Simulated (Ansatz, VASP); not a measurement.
# Cd: VASP beside Ansatz

POSCAR

```
Cd
1.0
    0.0000000000      2.1550282285      2.1550282285
    2.1550282285      0.0000000000      2.1550282285
    2.1550282285      2.1550282285      0.0000000000
Cd
1
Direct
    0.0000000000      0.0000000000      0.0000000000
```

The input INCAR.step1:

```
  PREC = Accurate
  ENCUT = 550
  ISMEAR = -1
  SIGMA = 0.1
  LREAL = False
  LASPH = True
  NELM = 120
  NBANDS = 12
  GGA = PE
  ALGO = Normal
  EDIFF = 1E-5
  LWAVE = True
  LCHARG = False
  GGA_COMPAT = False
```

File INCAR.step2:

```
  PREC = Accurate
  ENCUT = 550
  EDIFF = 1E-6
  ISMEAR = -1
  SIGMA = 0.1
  LREAL = False
  LASPH = True
  NELM = 120
  ALGO = Normal
  ISIF = 2
  LWAVE = False
  LCHARG = False
  METAGGA = R2SCAN
  LMIXTAU = True
  NBANDS = 12
  ISTART = 1
  GGA_COMPAT = False
```

Contents of KPOINTS:

```
Automatic mesh
0
Gamma
  14 14 14
```

Input for Ansatz:

```yaml
crystal:
  lattice:
    - [0.0, 2.1550282285, 2.1550282285]
    - [2.1550282285, 0.0, 2.1550282285]
    - [2.1550282285, 2.1550282285, 0.0]
  atoms:
    - { symbol: Cd, position: [0.0, 0.0, 0.0] }
hamiltonian:
  xc: r2scan
  pseudopotentials:
    kind: paw
    azcp:
      Cd: "pseudopotentials/Cd.paw.azcp"
basis:
  ecutwfc: 500
  fft_grid_basis: typed
kpoints:
  mp_grid: { grid: [14, 14, 14], shift: [0, 0, 0] }
magnetization:
  spin_polarized: false
scf:
  occupations: { method: fermi_dirac, width: 0.1 }
  lower_state_search: "off"
output:
  stress: true
  write_density: true
  write_potential: true
  elf: true
  volumetric_format: npy
```

Alike in both runs: task single point; functional r2SCAN; k mesh 14 × 14 × 14; occupations fermi-dirac, width 0.1 eV; no spin polarisation.

|  | VASP | Ansatz |
| --- | --- | --- |
| version | VASP 6.6.1 | Ansatz 0.2.0 |
| potentials or method | VASP PAW PBE potentials, release 64 (Cd), cutoff 550 eV | plane waves (500 eV) with PAW, scalar-relativistic |
| valence electrons in the cell | 12 | 20 |

Ansatz gave:

- pressure (GPa): 5.6

Q: Estimate VASP's values.

A: Pressure (GPa): 6.0.

VASP's potentials were made for PBE, not for r2SCAN. With one functional, cell and mesh, what is left measures potentials, basis and numerics. VASP's potentials hold 12 valence electrons a cell and Ansatz's 20, so a difference there can come from the potentials and not from the codes.
